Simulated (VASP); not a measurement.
# MgSe: single point with PBE

The system is MgSe.

```xyz
2
Lattice="0.0000 2.6900 2.6900 2.6900 0.0000 2.6900 2.6900 2.6900 0.0000" Properties=species:S:1:pos:R:3 pbc="T T T"
Mg    0.0000    0.0000    0.0000
Se    2.6900    2.6900    2.6900
```

```json
{
  "Program": "VASP 6.6.1",
  "Task": "single point",
  "Functional": "PBE",
  "Potentials or basis": "VASP PAW PBE potentials, release 64 (Mg, Se)",
  "Cutoff": "600 eV",
  "k mesh": "6 × 6 × 6",
  "Occupations": "gaussian, width 0.01 eV",
  "Spin": "no spin polarisation"
}
```

```
Pressure               : 4.9 GPa
Band gap on the k mesh : 1.86 eV, indirect (least direct gap 2.87 eV)
```

Levels at points of the mesh, in eV from the valence-band top:
| k point | band 1 | band 2 | band 3 | band 4 | band 5 | band 6 | band 7 | band 8 | band 9 |
| --- | --- | --- | --- | --- | --- | --- | --- | --- | --- |
| (0.00, 0.00, 0.00) | -13.17 | 0.00 | 0.00 | 0.00 | 2.87 | 7.39 | 7.39 | 7.39 | 10.04 |
| (0.50, 0.00, 0.00) | -11.95 | -5.17 | -0.63 | -0.63 | 3.87 | 6.14 | 6.14 | 8.92 | 11.73 |
| (0.50, 0.50, 0.00) | -11.60 | -4.49 | -1.89 | -1.89 | 1.86 | 3.84 | 12.14 | 12.56 | 12.56 |

Wall time 12 s on 1 thread of Intel(R) Xeon(R) Platinum 8259CL CPU @ 2.50GHz (Skylake/Cascade Lake) (shared host), peak memory 0.16 GiB.

A k mesh can miss the band edges. A hybrid or GW would open this gap; PBE tends to underestimate it.
